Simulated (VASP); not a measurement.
# Ga (Cmcm) in VASP: further runs

Aim: see how the results for Ga move with the level of theory and the settings. Levels: PBE, PBEsol. Tasks: single point.

Program: VASP 6.6.1. These are calculated values, not measurements. Logs are shortened: lines on timing, memory, paths and dates and some standing lists are left out, and cuts for length are marked.

### 1 The cell of the first run

Symmetry: Cmcm, No. 63, orthorhombic system. The conventional cell has a = 2.900 Å, b = 8.130 Å, c = 3.202 Å, α = 90.00°, β = 90.00°, γ = 90.00°. Ga (site symmetry m2m) has 10 Ga at 2.69 to 3.20 Å within 3.5 Å.

### 2 Single point, PBE

File INCAR:

```
SYSTEM = Ga
PREC = Accurate
ENCUT = 520
EDIFF = 1E-6
ISMEAR = -1
SIGMA = 0.05
LREAL = .FALSE.
LASPH = .TRUE.
NELM = 60
ALGO = Normal
ISIF = 2
LWAVE = .FALSE.
LCHARG = .FALSE.
GGA = PE
NBANDS = 20
```

File KPOINTS:

```
regular mesh
0
G
  8 8 7
  0 0 0
```

File POSCAR:

```
Ga
1.0
    1.4500000000     -4.0650000000      0.0000000000
    1.4500000000      4.0650000000      0.0000000000
    0.0000000000      0.0000000000      3.2017000000
Ga
2
Direct
    0.1330000000      0.8670000000      0.7500000000
    0.8670000000      0.1330000000      0.2500000000
```

Potentials or basis: VASP PAW PBE potentials, release 64 (Ga_d).

The run is started by

```
$ cat potpaw_PBE.64/Ga_d/POTCAR > POTCAR
$ mpirun -np 1 vasp_std > vasp.out
```

OUTCAR:

```text
SYSTEM = Ga
   PREC = Accurate
   ENCUT = 520
   EDIFF = 1E-6
   ISMEAR = -1
   LREAL = .FALSE.
   LASPH = .TRUE.
   NELM = 60
   ISIF = 2
   GGA = PE

 ion  position               nearest neighbor table
   1  0.133  0.867  0.750-   2 2.69   2 2.69   2 2.88   2 2.88   2 2.88   2 2.88
   2  0.867  0.133  0.250-   1 2.69   1 2.69   1 2.88   1 2.88   1 2.88   1 2.88

  LATTYP: Found a base centered orthorhombic cell.
 ALAT       =     2.9000000000
 B/A-ratio  =     2.8034482759
 C/A-ratio  =     1.1040344828

  Lattice vectors:

 A1 = (   1.4500000000,  -4.0650000000,   0.0000000000)
 A2 = (   1.4500000000,   4.0650000000,   0.0000000000)
 A3 = (   0.0000000000,   0.0000000000,   3.2017000000)

Analysis of symmetry for initial positions (statically):
=====================================================================
 Subroutine PRICEL returns:
 Original cell was already a primitive cell.

 Routine SETGRP: Setting up the symmetry group for a
 base centered orthorhombic supercell.

 Subroutine GETGRP returns: Found  8 space group operations
 (whereof  4 operations were pure point group operations)
 out of a pool of  8 trial point group operations.

The static configuration has the point symmetry C_2h.
 The point group associated with its full space group is D_2h.

Analysis of symmetry for dynamics (positions and initial velocities):
=====================================================================
 Subroutine PRICEL returns:
 Original cell was already a primitive cell.

 Routine SETGRP: Setting up the symmetry group for a
 base centered orthorhombic supercell.

 Subroutine GETGRP returns: Found  8 space group operations
 (whereof  4 operations were pure point group operations)
 out of a pool of  8 trial point group operations.

The dynamic configuration has the point symmetry C_2h.
 The point group associated with its full space group is D_2h.

 Subroutine INISYM returns: Found  8 space group operations
 (whereof  4 operations are pure point group operations),
 and found     1 'primitive' translations

----------------------------------------------------------------------------------------

                                     Primitive cell

  volume of cell :      37.7432

  direct lattice vectors                    reciprocal lattice vectors
     1.450000000 -4.065000000  0.000000000     0.344827586 -0.123001230  0.000000000
     1.450000000  4.065000000  0.000000000     0.344827586  0.123001230  0.000000000
     0.000000000  0.000000000  3.201700000     0.000000000  0.000000000  0.312334073

  length of vectors
     4.315868974  4.315868974  3.201700000     0.366108409  0.366108409  0.312334073

  position of ions in fractional coordinates (direct lattice)
     0.133000000  0.867000000  0.750000000
     0.867000000  0.133000000  0.250000000

  ion indices of the primitive-cell ions
   primitive index   ion index
                 1           1
                 2           2

----------------------------------------------------------------------------------------

 KPOINTS: regular mesh

Automatic generation of k-mesh.
 Grid dimensions read from file:
 generate k-points for:    8    8    7

 Generating k-lattice:

  Cartesian coordinates                     Fractional coordinates (reciprocal lattice)
     0.043103448 -0.015375154  0.000000000     0.125000000 -0.000000000  0.000000000
     0.043103448  0.015375154  0.000000000    -0.000000000  0.125000000  0.000000000
     0.000000000  0.000000000  0.044619153     0.000000000  0.000000000  0.142857143

  Length of vectors
     0.045763551  0.045763551  0.044619153

  Shift w.r.t. Gamma in fractional coordinates (k-lattice)
     0.000000000  0.000000000  0.000000000

 Subroutine IBZKPT returns following result:
 ===========================================

 Found     84 irreducible k-points:

 Following reciprocal coordinates:
            Coordinates               Weight
  0.000000  0.000000  0.000000      1.000000
  0.125000 -0.000000  0.000000      4.000000
  0.250000 -0.000000  0.000000      4.000000
  0.375000 -0.000000  0.000000      4.000000
  0.500000 -0.000000  0.000000      2.000000
  0.125000  0.125000  0.000000      2.000000
[... 16 lines left out ...]
  0.125000 -0.000000  0.142857      8.000000
  0.250000 -0.000000  0.142857      8.000000
 [... further k-points ...]
   k-points           NKPTS =     84   k-points in BZ     NKDIM =     84   number of bands    NBANDS=     20
   number of dos      NEDOS =    301   number of ions     NIONS =      2
   total plane-waves  NPLWV =  24576
   dimension x,y,z NGX =    32 NGY =   32 NGZ =   24
   dimension x,y,z NGXF=    64 NGYF=   64 NGZF=   48
   ions per type =               2
   NGX,Y,Z   is equivalent  to a cutoff of  12.33, 12.33, 12.46 a.u.
   NGXF,Y,Z  is equivalent  to a cutoff of  24.65, 24.65, 24.92 a.u.
 SYSTEM =  Ga
   PREC   = accura    normal or accurate (medium, high low for compatibility)
   ISTART =      0    job   : 0-new  1-cont  2-samecut
   ICHARG =      2    charge: 1-file 2-atom 10-const
   ISPIN  =      1    spin polarized calculation?
   LNONCOLLINEAR =      F non collinear calculations
   LSORBIT =      F    spin-orbit coupling
   LASPH  =      T    aspherical Exc in radial PAW
   ENCUT  =  520.0 eV  38.22 Ry    6.18 a.u.   8.02  8.02  5.95*2*pi/ulx,y,z
   NELM   =     60;   NELMIN=  2; NELMDL= -5     # of ELM steps
   EDIFF  = 0.1E-05   stopping-criterion for ELM
   LREAL  =      F    real-space projection
   EDIFFG = 0.1E-04   stopping-criterion for IOM
   NSW    =      0    number of steps for IOM
   IBRION =     -1    ionic relax: 0-MD 1-quasi-New 2-CG
   NFREE  =      0    steps in history (QN), initial steepest desc. (CG)
   ISIF   =      2    stress and relaxation
   ISYM   =      2    0-nonsym 1-usesym 2-fastsym
   POTIM  = 0.5000    time-step for ionic-motion
   TEBEG  =    0.0;   TEEND  =   0.0 temperature during run
   PSTRESS=    0.0 pullay stress
   NELECT =      26.0000    total number of electrons
   NUPDOWN=      -1.0000    fix difference up-down
   EMIN   =  10.00;   EMAX   =-10.00  energy-range for DOS
   EFERMI =   0.00;   METHOD = LEGACY
   ISMEAR =    -1;   SIGMA  =   0.05  broadening in eV -4-tet -1-fermi 0-gaus
   EFERMI_NEDOS =   21; number of points for ismear=-14 and -15
   IALGO  =     38    algorithm
   IMIX   =      4    mixing-type and parameters
     AMIX     =   0.40;   BMIX     =  1.00
     AMIX_MAG =   1.60;   BMIX_MAG =  1.00
  volume/ion in A,a.u.               =      18.87       127.35
  Fermi-wavevector in a.u.,A,eV,Ry     =   1.445838  2.732237 28.442254  2.090447
  Thomas-Fermi vector in A             =   2.563974
   LORBIT       =      0    0 simple, 1 ext, 2 COOP (PROOUT), +10 PAW based schemes
   GGA     = PE    functional components
   LHFCALC =     F    Hartree Fock is set to
   AEXX    =    0.0000 exact exchange contribution
   IVDW    =     0    specifies the selected vdW correction
   LEPSILON=     F    determine dielectric tensor
   LRPA    =     F    only Hartree local field effects (RPA)
 non-spin polarized calculation
  energy-cutoff  :      520.00
  volume of cell :       37.74
 maximum number of plane-waves:      1034
   NGX = 17   NGY = 17   NGZ = 11

 number of electron      26.0000017 magnetization

 Free energy of the ion-electron system (eV)
  ---------------------------------------------------
  ext. energy  EPLUGINS =         0.00000000
  ---------------------------------------------------
  free energy    TOTEN  =        -5.75075596 eV

  energy without entropy =       -5.74190939  energy(sigma->0) =       -5.74633267

 E-fermi :   5.6387     XC(G=0): -10.9700

 val. band max:        5.5919229661   @ k =   0.5000   0.3750   0.2857
 cond. band min:       5.6534186361   @ k =   0.1250   0.1250   0.2857
 fundamental gap:      0.0614956700
 Fermi energy:         5.6386504449

 k-point     1 :       0.0000    0.0000    0.0000
  band No.  band energies     occupation
      1      -9.6269      2.00000
      2      -9.6100      2.00000
      3      -9.5341      2.00000
      4      -9.5198      2.00000
      5      -9.3301      2.00000
      6      -9.3199      2.00000
[... 12 lines left out ...]
     19      16.6163      0.00000
     20      17.3496      0.00000

 k-point     2 :       0.1250   -0.0000    0.0000
  band No.  band energies     occupation
      1      -9.6117      2.00000
      2      -9.6004      2.00000
      3      -9.5213      2.00000
      4      -9.4686      2.00000
      5      -9.3474      2.00000
      6      -9.3389      2.00000
[... 12 lines left out ...]
     19      17.4915      0.00000
     20      19.7748      0.00000

 k-point     3 :       0.2500   -0.0000    0.0000
  band No.  band energies     occupation
      1      -9.5778      2.00000
      2      -9.5762      2.00000
      3      -9.4804      2.00000
      4      -9.4295      2.00000
      5      -9.3875      2.00000
      6      -9.3315      2.00000
[... 12 lines left out ...]
     19      17.7241      0.00000
     20      20.6871      0.00000

 k-point     4 :       0.3750   -0.0000    0.0000
  band No.  band energies     occupation
      1      -9.5568      2.00000
      2      -9.5491      2.00000
      3      -9.4729      2.00000
      4      -9.4532      2.00000
      5      -9.4398      2.00000
      6      -9.3224      2.00000
[... 12 lines left out ...]
     19      16.8314      0.00000
     20      18.5254      0.00000

 k-point     5 :       0.5000   -0.0000    0.0000
  band No.  band energies     occupation
      1      -9.5512      2.00000
      2      -9.5478      2.00000
      3      -9.4682      2.00000
      4      -9.4637      2.00000
      5      -9.4590      2.00000
      6      -9.3335      2.00000
[... 12 lines left out ...]
     19      16.4540      0.00000
     20      17.0716      0.00000

 k-point     6 :       0.1250    0.1250    0.0000
  band No.  band energies     occupation
      1      -9.5905      2.00000
      2      -9.5852      2.00000
      3      -9.4698      2.00000
      4      -9.4123      2.00000
      5      -9.3698      2.00000
      6      -9.3560      2.00000
[... 12 lines left out ...]
     19      18.3513      0.00000
     20      20.8447      0.00000

 k-point     7 :       0.2500    0.1250    0.0000
  band No.  band energies     occupation
      1      -9.5743      2.00000
      2      -9.5502      2.00000
      3      -9.4981      2.00000
      4      -9.4103      2.00000
      5      -9.4091      2.00000
      6      -9.3505      2.00000
[... 12 lines left out ...]
     19      18.0200      0.00000
     20      19.2231      0.00000
[... 277 lines left out ...]
 k-point    20 :      -0.3750    0.3750    0.0000
  band No.  band energies     occupation
      1      -9.6448      2.00000
      2      -9.5149      2.00000
      3      -9.4810      2.00000
      4      -9.4198      2.00000
      5      -9.4136      2.00000
      6      -9.3593      2.00000
[... 12 lines left out ...]
     19      15.1368      0.00000
     20      18.3502      0.00000

 k-point    21 :       0.5000    0.5000    0.0000
  band No.  band energies     occupation
      1      -9.6528      2.00000
      2      -9.4781      2.00000
      3      -9.4302      2.00000
      4      -9.4272      2.00000
      5      -9.4215      2.00000
      6      -9.3638      2.00000
[... 12 lines left out ...]
     19      16.2580      0.00000
     20      16.3291      0.00000

 k-point    22 :       0.0000    0.0000    0.1429
  band No.  band energies     occupation
      1      -9.6221      2.00000
      2      -9.5912      2.00000
      3      -9.5328      2.00000
      4      -9.4922      2.00000
      5      -9.3619      2.00000
      6      -9.3605      2.00000
[... 12 lines left out ...]
     19      14.9241      0.00000
     20      17.0773      0.00000

 k-point    23 :       0.1250   -0.0000    0.1429
  band No.  band energies     occupation
      1      -9.6096      2.00000
      2      -9.5764      2.00000
      3      -9.5133      2.00000
      4      -9.4536      2.00000
      5      -9.3924      2.00000
      6      -9.3599      2.00000
[... 12 lines left out ...]
     19      15.9322      0.00000
     20      19.8958      0.00000

 k-point    24 :       0.2500   -0.0000    0.1429
  band No.  band energies     occupation
      1      -9.5872      2.00000
      2      -9.5431      2.00000
      3      -9.4769      2.00000
      4      -9.4460      2.00000
      5      -9.3966      2.00000
      6      -9.3400      2.00000
[... 12 lines left out ...]
     19      17.1757      0.00000
     20      18.0257      0.00000

 [... further k-points ...]

------------------------ aborting loop because EDIFF is reached ----------------------------------------

  FORCE on cell =-STRESS in cart. coord.  units (eV):
  Direction    XX          YY          ZZ          XY          YZ          ZX
  --------------------------------------------------------------------------------------
  -------------------------------------------------------------------------------------
  Total        0.0337044      0.6068163      0.1467775      0.0000000     -0.0000000      0.0000000
  in kB        1.4307315     25.7589782      6.2306133      0.0000000     -0.0000000      0.0000000
  external PRESSURE =      11.1401077 kB  Pullay stress =       0.0000000 kB

 VOLUME and BASIS-vectors are now :
 -----------------------------------------------------------------------------
  energy-cutoff  :      520.00
  volume of cell :       37.74
      direct lattice vectors                 reciprocal lattice vectors
     1.450000000 -4.065000000  0.000000000     0.344827586 -0.123001230  0.000000000
     1.450000000  4.065000000  0.000000000     0.344827586  0.123001230  0.000000000
     0.000000000  0.000000000  3.201700000     0.000000000  0.000000000  0.312334073

 POSITION                                       TOTAL-FORCE (eV/Angst)
 -----------------------------------------------------------------------------------
      1.45000      2.98371      2.40128         0.000000     -0.204234      0.000000
      1.45000     -2.98371      0.80043         0.000000      0.204234     -0.000000
 -----------------------------------------------------------------------------------
    total drift:                                0.000000      0.000000     -0.000000

  FREE ENERGIE OF THE ION-ELECTRON SYSTEM (eV)
  ---------------------------------------------------
  free  energy   TOTEN  =        -5.7507559563 eV

  energy  without entropy=       -5.7419093867  energy(sigma->0) =       -5.74633267
```

Wall time 74 s (1 thread of Intel Xeon 8259CL, shared host); peak memory 0.19 GiB.

Results:

```yaml
Free_energy: -5.7508 eV
Pressure: 1.1 GPa
Largest_force: 0.204 eV/Å
Band_gap_on_the_k_mesh: zero (bands 13 and 14 overlap by 8.23 eV)
```

Forces in eV/Å, atoms in the order of the input:
```
Ga   0.000 -0.204  0.000
Ga   0.000  0.204  0.000
```

Stress tensor (GPa, compression positive):
```
0.14 0.00 0.00
0.00 2.58 0.00
0.00 0.00 0.62
```

Levels at points of the mesh, in eV from the Fermi level:
```tsv
k point	band 9	band 10	band 11	band 12	band 13	band 14	band 15	band 16	band 17	band 18
(0.00, 0.00, 0.00)	-14.91	-14.76	-11.25	-2.27	-1.64	2.62	6.29	7.82	8.74	10.39
(0.50, 0.00, 0.00)	-14.82	-14.82	-6.72	-5.42	-1.77	-0.46	6.40	6.45	8.82	9.04
(0.50, 0.50, 0.00)	-14.87	-14.82	-9.22	-8.59	4.85	5.57	5.79	6.78	6.93	9.38
```

(Continued in part 2 of 3.)

The gap in the log of VASP goes by the Fermi energy; the results here count the filled bands.